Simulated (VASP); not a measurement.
Input of a VASP 6.6.1 run:

The input INCAR:

```
ALGO = Normal
DIPOL = 0.5 0.5 0.301
EDIFF = 1E-7
ENCUT = 520
GGA = PE
IDIPOL = 3
ISIF = 2
ISMEAR = 0
LASPH = True
LCHARG = False
LDIPOL = True
LREAL = Auto
LWAVE = False
NBANDS = 44
NELM = 80
PREC = Accurate
SIGMA = 0.1
```

KPOINTS

```
k-points
0
Gamma
  5 3 1
```

Contents of POSCAR:

```
Al9H
1.0
    5.7086446660      0.0000000000      0.0000000000
   -1.4271611665      9.7033329366      0.0000000000
    0.0000000000      0.0000000000     22.7902708839
Al H
18 2
Direct
    0.2662242802      0.0648971207      0.1755134908
    0.7662242802      0.0648971207      0.1755134908
    0.3354843969      0.3419375876      0.2192156219
    0.8354843969      0.3419375876      0.2192156219
    0.1493364202      0.5973456810      0.2279560482
    0.6493364202      0.5973456810      0.2279560482
    0.4631884436      0.8527537744      0.2366964744
    0.9631884436      0.8527537744      0.2366964744
    0.0319869115      0.1277383811      0.2808269846
    0.5319869115      0.1277383811      0.2808269846
    0.0997952748      0.4042696946      0.3301089530
    0.5997952748      0.4042696946      0.3301089530
    0.4144272444      0.6597110304      0.3369829646
    0.9144272444      0.6597110304      0.3369829646
    0.2263180843      0.9111292163      0.3449343063
    0.7263180843      0.9111292163      0.3449343063
    0.2962616061      0.1814597108      0.3857027821
    0.7962616061      0.1814597108      0.3857027821
    0.6062804321      0.3644752335      0.4756534461
    0.6062804321      0.4848905250      0.4756534461
```

Potentials or basis: VASP PAW PBE potentials, release 64 (Al, H).

The run is started by

```bash
$ cat potpaw_PBE.64/Al/POTCAR potpaw_PBE.64/H/POTCAR > POTCAR
$ mpirun -np 1 vasp_std > vasp.out
```

Q: Predict the largest force.

A: 4.265 eV/Å.

Q: Estimate the band gap on the k mesh.

A: Zero (bands 28 and 29 overlap by 0.73 eV).

Forces on the atoms (eV/Å):
```
Al  -0.018  0.140  0.028
Al   0.005  0.150  0.028
Al   0.022  0.040  0.069
Al  -0.012  0.038  0.056
Al   0.002 -0.088  0.038
Al  -0.007 -0.097  0.029
Al  -0.002 -0.091 -0.123
Al   0.006 -0.087 -0.119
Al   0.000  0.007 -0.008
Al  -0.003  0.018 -0.006
Al   0.010 -0.015  0.008
Al  -0.001 -0.010 -0.021
Al   0.001 -0.032  0.012
Al  -0.009 -0.029  0.003
Al   0.000  0.007 -0.001
Al  -0.003  0.015  0.001
Al   0.018  0.013  0.020
Al  -0.015  0.016  0.037
H   -0.629  4.217 -0.090
H    0.634 -4.214  0.038
```
